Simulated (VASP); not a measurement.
Wanted: the native input for a VASP 6.6.1 run.

```yaml
Task: relaxation of cell and atoms
Functional: PBE
Potentials_or_basis: VASP PAW PBE potentials, release 64 (Hf_pv, Cu)
Cutoff: 600 eV
k_mesh: 4 × 4 × 4
Occupations: gaussian, width 0.1 eV
Spin: no spin polarisation
Dipole_correction: no
Further_INCAR_settings: ALGO = Normal; EDIFF = 1e-06; IBRION = 2; EDIFFG = -0.04; NSW = 90; ISIF = 3
```

The structure of Hf3Cu lies in POSCAR:

```
Hf3Cu
1.0
    4.1183948993      0.0000000000      0.0000000000
    0.0000000000      4.1183948993      0.0000000000
    0.0000000000      0.0000000000      4.1183948993
Hf Cu
3 1
Direct
    0.0000000000      0.5000000000      0.5000000000
    0.5000000000      0.0000000000      0.5000000000
    0.5000000000      0.5000000000      0.0000000000
    0.0000000000      0.0000000000      0.0000000000
```

One way to write it, as run:

INCAR

```
SYSTEM = Hf3Cu
PREC = Accurate
ENCUT = 600
EDIFF = 1E-6
ISMEAR = 0
SIGMA = 0.1
LREAL = .FALSE.
LASPH = .TRUE.
NELM = 100
ALGO = Normal
ISIF = 3
LWAVE = .FALSE.
LCHARG = .FALSE.
GGA = PE
IBRION = 2
NSW = 90
EDIFFG = -0.04
```

KPOINTS

```
regular mesh
0
G
  4 4 4
  0 0 0
```

Potentials or basis: VASP PAW PBE potentials, release 64 (Hf_pv, Cu).

Command:

```bash
$ cat potpaw_PBE.64/Hf_pv/POTCAR potpaw_PBE.64/Cu/POTCAR > POTCAR
$ mpirun -np 1 vasp_std > vasp.out
```

It gave:

```yaml
Relaxed_volume: 19.69 Å³/atom
Relaxed_cell: a = 4.287 Å, b = 4.287 Å, c = 4.287 Å, α = 90.00°, β = 90.00°, γ = 90.00°
Space_group_after_relaxing_to_0.05_Å: Pm-3m (No. 221)
Energy_gained_by_relaxing: 94.1 meV/atom
Ionic_steps: 3
Pressure_after_relaxing: -0.3 GPa
```

Caveat: the k points lie up to 0.37 Å⁻¹ apart in the final cell.

It took 87 s on 1 thread of Intel(R) Xeon(R) Platinum 8488C (Sapphire Rapids) (shared host), peak memory 0.21 GiB.
